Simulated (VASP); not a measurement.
Set up this calculation in VASP 6.6.1, as the native input.

| Property | Result |
| --- | --- |
| Task | single point |
| Functional | LDA |
| Potentials or basis | VASP PAW LDA potentials, release 64 (Zn, Se) |
| Cutoff | 520 eV |
| k mesh | 8 × 8 × 8 |
| Occupations | gaussian, width 0.01 eV |
| Spin | no spin polarisation |
| Dipole correction | no |
| Further INCAR settings | ALGO = Normal; EDIFF = 1e-07; NBANDS = 16 |

The structure of ZnSe lies in POSCAR:

```
ZnSe
1.0
    2.7837594218      2.7837594218      0.0000000000
   -2.7837594218      2.7837594218      0.0000000000
    0.0000000000      2.7837594218      2.7837594218
Zn Se
1 1
Direct
    0.0000000000      0.0000000000      0.0000000000
    0.7500000000      0.2500000000      0.5000000000
```

The input as run:

INCAR

```
SYSTEM = ZnSe
PREC = Accurate
ENCUT = 520
EDIFF = 1E-7
ISMEAR = 0
SIGMA = 0.01
LREAL = .FALSE.
LASPH = .TRUE.
NELM = 60
ALGO = Normal
ISIF = 2
LWAVE = .FALSE.
LCHARG = .FALSE.
NBANDS = 16
```

KPOINTS

```
regular mesh
0
G
  8 8 8
  0 0 0
```

Potentials or basis: VASP PAW LDA potentials, release 64 (Zn, Se).

The run is started by

```sh
$ cat potpaw_LDA.64/Zn/POTCAR potpaw_LDA.64/Se/POTCAR > POTCAR
$ mpirun -np 1 vasp_std > vasp.out
```

Results of the run:

```yaml
Pressure: 0.4 GPa
Band_gap_on_the_k_mesh: 1.29 eV, direct
```

Run time: 17 s on 1 thread of Intel(R) Xeon(R) Platinum 8375C CPU @ 2.90GHz (Ice Lake) (shared host), peak memory 0.16 GiB.
